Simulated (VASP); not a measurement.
A run of VASP 6.6.1 is set up as follows.

File INCAR:

```
SYSTEM = YLu2F3
PREC = Accurate ; ENCUT = 520
EDIFF = 1E-6 ; ISMEAR = 0
SIGMA = 0.1 ; LREAL = .False.
LASPH = .True. ; NELM = 80
ALGO = Normal ; ISIF = 2
LWAVE = .False. ; LCHARG = .False.
GGA = PE ; NBANDS = 50
```

Contents of KPOINTS:

```
regular mesh
0
Gamma
  6 6 6
  0 0 0
```

The input POSCAR:

```
YLu2F3
1.0
    2.8591264067      1.6507174023      4.6849487775
   -2.8591264067      1.6507174023      4.6849487775
    0.0000000000     -3.3014347993      4.6849487794
Y Lu F
1 2 3
Direct
    0.5000000000      0.5000000000      0.5000000000
    0.2252444593      0.2252444593      0.2252444593
    0.7747555407      0.7747555407      0.7747555407
    0.0000000000      0.5000000000      0.5000000000
    0.5000000000      0.5000000000      0.0000000000
    0.5000000000      0.0000000000      0.5000000000
```

Potentials or basis: VASP PAW PBE potentials, release 64 (Y_sv, Lu, F).

Launch:

```sh
$ cat potpaw_PBE.64/Y_sv/POTCAR potpaw_PBE.64/Lu/POTCAR potpaw_PBE.64/F/POTCAR > POTCAR
$ mpirun -np 1 vasp_std > vasp.out
```

Estimate the pressure.

0.5 GPa.

Estimate the band gap on the k mesh.

0.05 eV, indirect (least direct gap 0.07 eV).

Estimate the largest force.

0.076 eV/Å.

Stress tensor (GPa, compression positive):
```
0.45 0.00 0.00
0.00 0.45 0.00
0.00 0.00 0.59
```

Caveat: spin-orbit coupling is left out, which moves the levels of the heavy elements. A k mesh can miss the band edges.
